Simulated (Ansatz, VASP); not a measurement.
# Two plane-wave programs on Sc5Al11N16

```
Al Sc N
1.0
     6.51095    0.00000    0.00000
    -3.25547    5.67482   -0.00188
     0.00000   -0.00335   10.25118
Al Sc N
11 5 16
Direct
  0.16802 0.33604 0.50836
  0.33660 0.16420 0.75073
  0.16895 0.83326 0.99765
  0.33154 0.66309 0.24502
  0.33695 0.67390 0.75518
  0.66681 0.33362 0.99340
  0.66830 0.33660 0.50642
  0.82759 0.16420 0.75073
  0.66430 0.83326 0.99765
  0.83077 0.66155 0.24128
  0.83356 0.66712 0.75712
  0.16844 0.33688 0.98566
  0.33831 0.17392 0.24735
  0.16145 0.82562 0.49794
  0.83561 0.17392 0.24735
  0.66417 0.82562 0.49794
  0.17544 0.35088 0.18626
  0.34158 0.18383 0.45464
  0.16854 0.33708 0.70256
  0.34343 0.15521 0.93856
  0.15962 0.81822 0.18842
  0.32177 0.64354 0.43334
  0.16409 0.83126 0.70282
  0.34476 0.68951 0.93930
  0.67570 0.35139 0.17756
  0.84225 0.18383 0.45464
  0.66924 0.33848 0.69582
  0.81178 0.15521 0.93856
  0.65860 0.81822 0.18842
  0.82068 0.64136 0.42919
  0.66717 0.83126 0.70282
  0.83396 0.66792 0.94334
```

Alike in both runs: functional PBE; k mesh 4 × 4 × 3; no spin polarisation.

Ansatz relaxed the structure, and its values are those at the end. VASP's run is a single point on that final structure, the one shown.

|  | VASP | Ansatz |
| --- | --- | --- |
| version | VASP 6.6.1 | Ansatz 0.2.0 |
| potentials or method | VASP PAW PBE potentials, release 64 (Al, Sc_sv, N) | scalar-relativistic, plane waves, PAW |
| plane-wave cutoff (eV) | 520 | 420 |
| occupations | gaussian, width 0.01 eV | fixed |
| valence electrons in the cell | 168 | 168 |

|  | VASP | Ansatz | Ansatz less VASP |
| --- | --- | --- | --- |
| gap on the k mesh at the Fermi level (eV) | 3.41 | 3.41 | -0.006 |
| least direct gap on the mesh (eV) | 3.43 | 3.42 | -0.007 |
| pressure (GPa) | -0.6 | -0.8 | -0.15 |
| rms of the force components (eV/Å) | 0.026 | 0.000 | -0.0259 |

Ansatz's warnings: stress scf threshold loose.
